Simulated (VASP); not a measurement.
ZrB2:

```
Zr B
1.0
     3.17000    0.00000    0.00000
    -1.58500    2.74530    0.00000
     0.00000    0.00000    3.53300
Zr B
1 2
Direct
  0.00000 0.00000 0.00000
  0.66667 0.33333 0.50000
  0.33333 0.66667 0.50000
```

- Program: VASP 6.6.1
- Task: relaxation of cell and atoms
- Functional: PBE
- Dispersion: D3(BJ)
- Potentials or basis: VASP PAW PBE potentials, release 64 (Zr_sv, B)
- Cutoff: 600 eV
- k mesh: 10 × 10 × 8
- Occupations: fermi-dirac, width 0.05 eV
- Spin: no spin polarisation

At the start: pressure -5.3 GPa; volume 10.25 Å³/atom.

Task: How do energy, volume and symmetry change on relaxing?

Result: Over 5 steps the energy falls by 3.8 meV/atom and the volume is 10.02 Å³/atom (-2.2 %); space group P6/mmm (No. 191, to 0.05 Å).

The path:
| step | energy change (eV) | largest force (eV/Å) | pressure (GPa) | volume (Å³) |
| --- | --- | --- | --- | --- |
| 1 | 0.0000 | 0.0000 | -5.28 | 30.75 |
| 2 | 0.0067 | 0.0000 | 7.29 | 29.27 |
| 3 | -0.0115 | 0.0000 | 0.02 | 30.08 |
| 4 | -0.0115 | 0.0000 | 0.08 | 30.07 |
| 5 | -0.0115 | 0.0000 | 0.10 | 30.07 |

Final structure:
```
CELL_PARAMETERS angstrom
3.14359 0.00000 0.00000
-1.57180 2.72243 0.00000
0.00000 0.00000 3.51365
ATOMIC_POSITIONS crystal
Zr 0.00000 0.00000 0.00000
B 0.66667 0.33333 0.50000
B 0.33333 0.66667 0.50000
```

Caveat: pairwise dispersion overbinds metals, which lowers pressure and volume.
